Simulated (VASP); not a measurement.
# W (P6/mmm) in VASP: notebook

W is run at these levels: PBE; tasks: single point.

Everything below comes from runs of VASP 6.6.1. Logs are shortened: lines on timing, memory, paths and dates and some standing lists are left out, and cuts for length are marked.

### Step 1. The cell of the first run

It takes space group P6/mmm (No. 191, hexagonal). The conventional cell has a = 2.572 Å, b = 2.572 Å, c = 2.379 Å, α = 90.00°, β = 90.00°, γ = 120.00°. Within 3.1 Å of W (site symmetry 6/mmm) lie 8 W at 2.38 to 2.57 Å.

### Step 2. Single point, PBE

Contents of INCAR:

```
PREC = Accurate
ENCUT = 520
EDIFF = 1E-6
ISMEAR = -1
SIGMA = 0.08
LREAL = F
LASPH = T
NELM = 80
ALGO = Normal
ISIF = 2
LWAVE = F
LCHARG = F
GGA = PE
NBANDS = 13
```

Contents of KPOINTS:

```
Automatic mesh
0
Gamma
  17 17 16
```

Contents of POSCAR:

```
W
1.0
    2.5715184365      0.0000000000      0.0000000000
   -1.2857592182      2.2270002923      0.0000000000
    0.0000000000      0.0000000000      2.3785595417
W
1
Direct
    0.0000000000      0.0000000000      0.0000000000
```

Potentials or basis: VASP PAW PBE potentials, release 64 (W_sv).

Command:

```console
cat potpaw_PBE.64/W_sv/POTCAR > POTCAR
mpirun -np 1 vasp_std > vasp.out
```

OUTCAR:

```text
PREC = Accurate
   ENCUT = 520
   EDIFF = 1E-6
   ISMEAR = -1
   LREAL = F
   LASPH = T
   NELM = 80
   ISIF = 2
   GGA = PE

 ion  position               nearest neighbor table
   1  0.000  0.000  0.000-

  LATTYP: Found a hexagonal cell.
 ALAT       =     2.5715184365
 C/A-ratio  =     0.9249630522

  Lattice vectors:

 A1 = (   2.5715184365,   0.0000000000,   0.0000000000)
 A2 = (  -1.2857592182,   2.2270002923,   0.0000000000)
 A3 = (   0.0000000000,   0.0000000000,   2.3785595417)

Analysis of symmetry for initial positions (statically):
=====================================================================
 Subroutine PRICEL returns:
 Original cell was already a primitive cell.

 Routine SETGRP: Setting up the symmetry group for a
 hexagonal supercell.

 Subroutine GETGRP returns: Found 24 space group operations
 (whereof 24 operations were pure point group operations)
 out of a pool of 24 trial point group operations.

The static configuration has the point symmetry D_6h.

Analysis of symmetry for dynamics (positions and initial velocities):
=====================================================================
 Subroutine PRICEL returns:
 Original cell was already a primitive cell.

 Routine SETGRP: Setting up the symmetry group for a
 hexagonal supercell.

 Subroutine GETGRP returns: Found 24 space group operations
 (whereof 24 operations were pure point group operations)
 out of a pool of 24 trial point group operations.

The dynamic configuration has the point symmetry D_6h.

 Subroutine INISYM returns: Found 24 space group operations
 (whereof 24 operations are pure point group operations),
 and found     1 'primitive' translations

----------------------------------------------------------------------------------------

                                     Primitive cell

  volume of cell :      13.6215

  direct lattice vectors                    reciprocal lattice vectors
     2.571518436  0.000000000  0.000000000     0.388875299  0.224517258  0.000000000
    -1.285759218  2.227000292  0.000000000     0.000000000  0.449034517  0.000000000
     0.000000000  0.000000000  2.378559542     0.000000000  0.000000000  0.420422521

  length of vectors
     2.571518436  2.571518436  2.378559542     0.449034517  0.449034517  0.420422521

  position of ions in fractional coordinates (direct lattice)
     0.000000000  0.000000000  0.000000000

  ion indices of the primitive-cell ions
   primitive index   ion index
                 1           1

----------------------------------------------------------------------------------------
[... 76 lines left out ...]
   ISIF   =      2    stress and relaxation
   ISYM   =      2    0-nonsym 1-usesym 2-fastsym
   POTIM  = 0.5000    time-step for ionic-motion
   TEBEG  =    0.0;   TEEND  =   0.0 temperature during run
   PSTRESS=    0.0 pullay stress
   NELECT =      14.0000    total number of electrons
   NUPDOWN=      -1.0000    fix difference up-down
   EMIN   =  10.00;   EMAX   =-10.00  energy-range for DOS
   EFERMI =   0.00;   METHOD = LEGACY
   ISMEAR =    -1;   SIGMA  =   0.08  broadening in eV -4-tet -1-fermi 0-gaus
   EFERMI_NEDOS =   21; number of points for ismear=-14 and -15
   IALGO  =     38    algorithm
   IMIX   =      4    mixing-type and parameters
     AMIX     =   0.40;   BMIX     =  1.00
     AMIX_MAG =   1.60;   BMIX_MAG =  1.00
  volume/ion in A,a.u.               =      13.62        91.92
  Fermi-wavevector in a.u.,A,eV,Ry     =   1.652125  3.122063 37.137326  2.729516
  Thomas-Fermi vector in A             =   2.740787
   LORBIT       =      0    0 simple, 1 ext, 2 COOP (PROOUT), +10 PAW based schemes
   GGA     = PE    functional components
   LHFCALC =     F    Hartree Fock is set to
   AEXX    =    0.0000 exact exchange contribution
   IVDW    =     0    specifies the selected vdW correction
   LEPSILON=     F    determine dielectric tensor
   LRPA    =     F    only Hartree local field effects (RPA)
 non-spin polarized calculation
  energy-cutoff  :      520.00
  volume of cell :       13.62
 maximum number of plane-waves:       393
 NGX is ok and might be reduce to    20
   NGX =  9   NGY =  9   NGZ =  9

 number of electron      14.0000000 magnetization

 Free energy of the ion-electron system (eV)
  ---------------------------------------------------
  ext. energy  EPLUGINS =         0.00000000
  ---------------------------------------------------
  free energy    TOTEN  =       -10.80199739 eV

  energy without entropy =      -10.78813041  energy(sigma->0) =      -10.79506390

 E-fermi :  13.6492     XC(G=0): -14.4257

 val. band max:       13.6460026964   @ k =   0.4118  -0.0000   0.3750
 cond. band min:      13.6527781060   @ k =   0.2353   0.2353   0.5000
 fundamental gap:      0.0067754096
 Fermi energy:        13.6492167815

 k-point     1 :       0.0000    0.0000    0.0000
  band No.  band energies     occupation
      1     -60.2742      2.00000
      2     -23.4194      2.00000
      3     -23.4194      2.00000
      4     -23.2587      2.00000
      5       3.4912      2.00000
      6       7.6258      2.00000
      7      12.4059      2.00000
      8      12.4059      2.00000
      9      20.6614      0.00000
     10      20.6614      0.00000
     11      26.3831      0.00000
     12      31.2136      0.00000
     13      36.4941      0.00000
[... 354 lines left out ...]
  band No.  band energies     occupation
      1     -60.0934      2.00000
      2     -24.9355      2.00000
      3     -23.9571      2.00000
      4     -23.0756      2.00000
      5       7.0268      2.00000
      6       9.6054      2.00000
      7       9.7036      2.00000
      8      16.9257      0.00000
      9      17.4301      0.00000
     10      19.3885      0.00000
     11      28.1754      0.00000
     12      30.0040      0.00000
     13      36.7861      0.00000

 [... further k-points ...]
[... 5 lines left out ...]
  --------------------------------------------------------------------------------------
  -------------------------------------------------------------------------------------
  Total        8.4430838      8.4430838      8.6441506      0.0000000      0.0000000     -0.0000000
  in kB      993.0880053    993.0880053   1016.7377789      0.0000000      0.0000000     -0.0000000
  external PRESSURE =    1000.9712631 kB  Pullay stress =       0.0000000 kB

 VOLUME and BASIS-vectors are now :
 -----------------------------------------------------------------------------
  energy-cutoff  :      520.00
  volume of cell :       13.62
      direct lattice vectors                 reciprocal lattice vectors
     2.571518436  0.000000000  0.000000000     0.388875299  0.224517258  0.000000000
    -1.285759218  2.227000292  0.000000000     0.000000000  0.449034517  0.000000000
     0.000000000  0.000000000  2.378559542     0.000000000  0.000000000  0.420422521

 POSITION                                       TOTAL-FORCE (eV/Angst)
 -----------------------------------------------------------------------------------
      0.00000      0.00000      0.00000        -0.000000      0.000000      0.000000
 -----------------------------------------------------------------------------------
    total drift:                                0.000000      0.000000      0.000000

  FREE ENERGIE OF THE ION-ELECTRON SYSTEM (eV)
  ---------------------------------------------------
  free  energy   TOTEN  =       -10.8019973870 eV

  energy  without entropy=      -10.7881304116  energy(sigma->0) =      -10.79506390
```

Run time: 28 s. Hardware: 1 thread of Intel Xeon 6975P-C, shared host; peak memory 0.17 GiB.

Results:

```yaml
Free_energy: -10.8020 eV
Pressure: 100.1 GPa
Band_gap_on_the_k_mesh: zero (band 7 reaches 14.62 eV, above the bottom of band 8 at 12.35 eV)
```

Caveat: spin-orbit coupling is left out, which moves the levels of the heavy elements.

### Step 3. Single point, PBE

Contents of INCAR:

```
SYSTEM = W
PREC = Accurate
ENCUT = 520
EDIFF = 1E-6
ISMEAR = -1
SIGMA = 0.08
LREAL = .False.
LASPH = .True.
NELM = 60
ALGO = Normal
ISIF = 2
LWAVE = .False.
LCHARG = .False.
GGA = PE
NBANDS = 13
```

Contents of KPOINTS:

```
regular mesh
0
Gamma
  17 17 16
  0 0 0
```

Contents of POSCAR:

```
W
1.0
    2.5709178679      0.0000000000      0.0000000000
   -1.2854589340      2.2264801847      0.0000000000
    0.0000000000      0.0000000000      2.3777827052
W
1
Direct
    0.0000000000      0.0000000000      0.0000000000
```

Potentials or basis: VASP PAW PBE potentials, release 64 (W_sv).

Command:

```console
cat potpaw_PBE.64/W_sv/POTCAR > POTCAR
mpirun -np 1 vasp_std > vasp.out
```

Run time: 29 s. Hardware: 1 thread of Intel Xeon 6975P-C, shared host; peak memory 0.17 GiB.

It converged, with:

| Property | Result |
| --- | --- |
| Free energy | -10.7952 eV |
| Pressure | 100.6 GPa |
| Band gap on the k mesh | zero (band 7 reaches 14.64 eV, above the bottom of band 8 at 12.36 eV) |

Stress tensor (GPa, compression positive):
```
 99.76   0.00   0.00
  0.00  99.76   0.00
  0.00   0.00 102.21
```

Levels at points of the mesh, in eV from the Fermi level:
```tsv
k point	band 5	band 6	band 7	band 8	band 9	band 10
(0.00, 0.00, 0.00)	-10.16	-6.03	-1.25	-1.25	7.02	7.02
(0.00, 0.00, 0.50)	-5.96	-0.54	0.15	0.15	1.24	1.24
```

Caveat: spin-orbit coupling is left out, which moves the levels of the heavy elements.
